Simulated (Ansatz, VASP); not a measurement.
## Si5F: VASP beside Ansatz

```
CELL_PARAMETERS angstrom
0.00000 3.56028 3.56028
3.56028 0.00000 3.56028
3.56028 3.56028 0.00000
ATOMIC_POSITIONS crystal
Si 0.12278 0.62574 0.62574
Si 0.62574 0.62574 0.62574
Si 0.62574 0.12278 0.62574
Si 0.62574 0.62574 0.12278
Si 0.25000 0.25000 0.25000
F 0.00000 0.00000 0.00000
```

Change from the starting cell: species swapped into the ErCu5 type (F-43m, No. 216).

Alike in both runs: functional PBE; k mesh 4 × 4 × 4; occupations gaussian, width 0.1 eV; no spin polarisation.

Ansatz relaxed the structure, and its values are those at the end. VASP's run is a single point on that final structure, the one shown.

```csv
,VASP,Ansatz
version,VASP 6.6.1,Ansatz 0.2.0
potentials or method,"VASP PAW PBE potentials, release 64 (Si, F), cutoff 520 eV","scalar-relativistic, plane waves, PAW"
valence electrons in the cell,27,27
```

|  | VASP | Ansatz | Ansatz less VASP |
| --- | --- | --- | --- |
| gap on the k mesh at the Fermi level (eV) | none | none | - |
| pressure (GPa) | 0.2 | 0.3 | +0.10 |
| rms of the force components (eV/Å) | 0.019 | 0.018 | -0.0004 |

A gap of «none» marks a metal or a gap that the smearing closes. With one functional, cell and mesh, what is left measures potentials, basis and numerics.

The k mesh is coarse, so the values compare programs but aren't converged.
